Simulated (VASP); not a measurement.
Input of a VASP 6.6.1 run:

Contents of INCAR:

```
PREC     = Accurate       # precision mode
ENCUT    = 520            # plane-wave cutoff, eV
EDIFF    = 1E-6           # SCF threshold, eV
ISMEAR   = 0              # smearing method
SIGMA    = 0.15           # smearing width, eV
LREAL    = F              # projectors in reciprocal space
LASPH    = T              # aspherical terms in the spheres
NELM     = 60             # most SCF steps
ALGO     = Normal         # electronic algorithm
ISIF     = 2              # what is computed and relaxed
LWAVE    = F              # write WAVECAR
LCHARG   = F              # write CHGCAR
NBANDS   = 12             # bands
```

Contents of KPOINTS:

```
regular mesh
0
Gamma
  22 22 22
```

The input POSCAR:

```
Cu
1.0
   -1.4095500000      1.4095500000      1.3578500000
    1.4095500000     -1.4095500000      1.3578500000
    1.4095500000      1.4095500000     -1.3578500000
Cu
1
Direct
    0.0000000000      0.0000000000      0.0000000000
```

Potentials or basis: VASP PAW LDA potentials, release 64 (Cu).

Run with:

```console
$ cat potpaw_LDA.64/Cu/POTCAR > POTCAR
$ mpirun -np 1 vasp_std > vasp.out
```

Task: Predict the pressure.

Result: 3.3 GPa.

Stress tensor (GPa, compression positive):
```
3.40 0.00 0.00
0.00 3.40 0.00
0.00 0.00 3.01
```
